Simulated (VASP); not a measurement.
A run of VASP 6.6.1 is set up as follows.

File INCAR:

```
SYSTEM = EuO
PREC = Accurate
ENCUT = 600
EDIFF = 1E-6
ISMEAR = -1
SIGMA = 0.05
LREAL = .False.
LASPH = .True.
NELM = 200
ALGO = Normal
ISIF = 2
LWAVE = .False.
LCHARG = .False.
ISPIN = 2
MAGMOM = 7.43 -7.43 0 0
LORBIT = 11
LMAXMIX = 6
LDAU = .True.
LDAUTYPE = 2
LDAUL = 3 -1
LDAUU = 6 0
LDAUJ = 0 0
LDAUPRINT = 1
GGA = PE
NBANDS = 35
GGA_COMPAT = .False.
```

File KPOINTS:

```
regular mesh
0
Gamma
  8 8 6
  0 0 0
```

Contents of POSCAR:

```
EuO
1.0
    0.0000000000      2.5900496929     -2.5900496929
    0.0000000000      2.5900496929      2.5900496929
    5.1896021643      0.0000000000      0.0000000000
Eu O
2 2
Direct
    0.0000000000      0.0000000000      0.0000000000
    0.5000000000      0.5000000000      0.5000000000
    0.0000000000      1.0000000000      0.5000000000
    0.5000000000      1.5000000000      1.0000000000
```

Potentials or basis: VASP PAW PBE potentials, release 64 (Eu, O).

The run is started by

```console
$ cat potpaw_PBE.64/Eu/POTCAR potpaw_PBE.64/O/POTCAR > POTCAR
$ mpirun -np 1 vasp_std > vasp.out
```

(1) What does it give for the site moments?

(2) Estimate the net moment.

(3) Predict the pressure.

(4) Estimate the band gap on the k mesh.

Answers

(1) Eu +6.71, -6.71; O +0.03, -0.03 μB.

(2) 0.00 μB per cell.

(3) -0.3 GPa.

(4) 0.52 eV.

Caveat: spin-orbit coupling is left out, which moves the levels of the heavy elements.
